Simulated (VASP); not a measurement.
# SiW6: single point with PBE+D3(BJ)

SiW6, a slab with vacuum:

```
W Si
1.0
     4.46825    0.00000    0.00000
    -2.23413    3.86962    0.00000
     0.00000    0.00000   21.72591
W Si
6 1
Direct
  0.66667 0.33333 0.18411
  0.33333 0.66667 0.22609
  0.00000 0.00000 0.26807
  0.66667 0.33333 0.30709
  0.33333 0.66667 0.34670
  0.00000 0.00000 0.38322
  0.66667 0.33333 0.49829
```

```
Program             : VASP 6.6.1
Task                : single point
Functional          : PBE
Dispersion          : D3(BJ)
Potentials or basis : VASP PAW PBE potentials, release 64 (W_sv, Si)
Cutoff              : 520 eV
k mesh              : 6 × 6 × 1
Occupations         : gaussian, width 0.1 eV
Spin                : no spin polarisation
```

```yaml
Largest_force: 2.013 eV/Å
Band_gap_on_the_k_mesh: 0.05 eV, indirect (least direct gap 0.11 eV)
Dispersion_energy_per_atom: -0.413 eV
```

Forces on the atoms (eV/Å):
```
W    0.000  0.000  1.965
W    0.000  0.000 -0.608
W    0.000  0.000 -1.829
W    0.000  0.000  0.373
W    0.000  0.000  0.880
W    0.000  0.000  1.233
Si   0.000  0.000 -2.013
```

Levels at points of the mesh, in eV from the valence-band top:
| k point | band 42 | band 43 | band 44 | band 45 | band 46 | band 47 |
| --- | --- | --- | --- | --- | --- | --- |
| (0.00, 0.00, 0.00) | -1.06 | -0.77 | -0.41 | 1.04 | 1.23 | 1.23 |
| (0.50, 0.00, 0.00) | -0.72 | -0.05 | 0.00 | 0.11 | 0.27 | 0.63 |

It took 3.6 min on 1 thread of Intel(R) Xeon(R) 6975P-C (Granite Rapids), on a shared host, peak memory 0.52 GiB.

Caveat: spin-orbit coupling is left out, which moves the levels of the heavy elements.
